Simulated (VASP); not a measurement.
## Cd: relaxation of cell and atoms with PBE

Crystal: Cd.

```xyz
2
Lattice="0.0000 2.9373 2.9373 2.9373 0.0000 2.9373 2.9373 2.9373 0.0000" Properties=species:S:1:pos:R:3 pbc="T T T"
Cd   -0.7343   -0.7343   -0.7343
Cd    0.7343    0.7343    0.7343
```

This isn't the form of Cd at room conditions, which is hcp.

```
Program                : VASP 6.6.1
Task                   : relaxation of cell and atoms
Functional             : PBE
Potentials or basis    : VASP PAW PBE potentials, release 64 (Cd)
Cutoff                 : 600 eV
k mesh                 : 12 × 12 × 12
Occupations            : fermi-dirac, width 0.1 eV
Spin                   : no spin polarisation
Target pressure        : 18 GPa
Dipole correction      : no
Further INCAR settings : ALGO = Normal; EDIFF = 1e-06; IBRION = 2; EDIFFG = -0.005; NSW = 32; ISIF = 3
```

The relaxed volume is 25.53 Å³/atom, the relaxed cell is a = 4.164 Å, b = 4.164 Å, c = 4.164 Å, α = 60.00°, β = 60.00°, γ = 60.00° and the space group after relaxing (to 0.1 Å) is Fd-3m (No. 227). The energy change on relaxing (the run minimises the enthalpy) is -21.6 meV/atom. The ionic steps are 3 and the pressure after relaxing is 18.0 GPa. The band gap on the k mesh is zero (bands 12 and 13 overlap by 7.13 eV).

Step by step:
```csv
step,energy change (eV),largest force (eV/Å),pressure (GPa),volume (Å³)
1,0.0000,0.0000,18.72,50.68
2,-0.0938,0.0000,17.15,51.52
3,-0.0432,0.0000,18.00,51.06
```

Final structure:
```cif
data_structure
_symmetry_space_group_name_H-M 'P 1'
_symmetry_Int_Tables_number 1
_cell_length_a 4.1642
_cell_length_b 4.1642
_cell_length_c 4.1642
_cell_angle_alpha 60.000
_cell_angle_beta 60.000
_cell_angle_gamma 60.000
_cell_volume 51.06
loop_
_atom_site_label
_atom_site_type_symbol
_atom_site_fract_x
_atom_site_fract_y
_atom_site_fract_z
_atom_site_occupancy
Cd1 Cd 0.87500 0.87500 0.87500 1
Cd2 Cd 0.12500 0.12500 0.12500 1
```

Levels at points of the mesh, in eV from the Fermi level:
| k point | band 10 | band 11 | band 12 | band 13 | band 14 | band 15 |
| --- | --- | --- | --- | --- | --- | --- |
| (0.00, 0.00, 0.00) | -8.25 | -8.04 | 6.22 | 6.22 | 6.22 | 7.16 |
| (0.50, 0.00, 0.00) | -8.25 | -4.59 | -3.39 | 3.77 | 3.77 | 6.99 |
| (0.50, 0.50, 0.00) | -8.15 | -3.07 | -3.07 | 1.02 | 1.02 | 4.77 |

It took 100 s on 1 thread of AMD EPYC 9R45 96-Core Processor (Zen 5), on a shared host, peak memory 0.22 GiB.

Caveat: the cell is relaxed towards a set pressure, so the run minimises the enthalpy, not the energy.
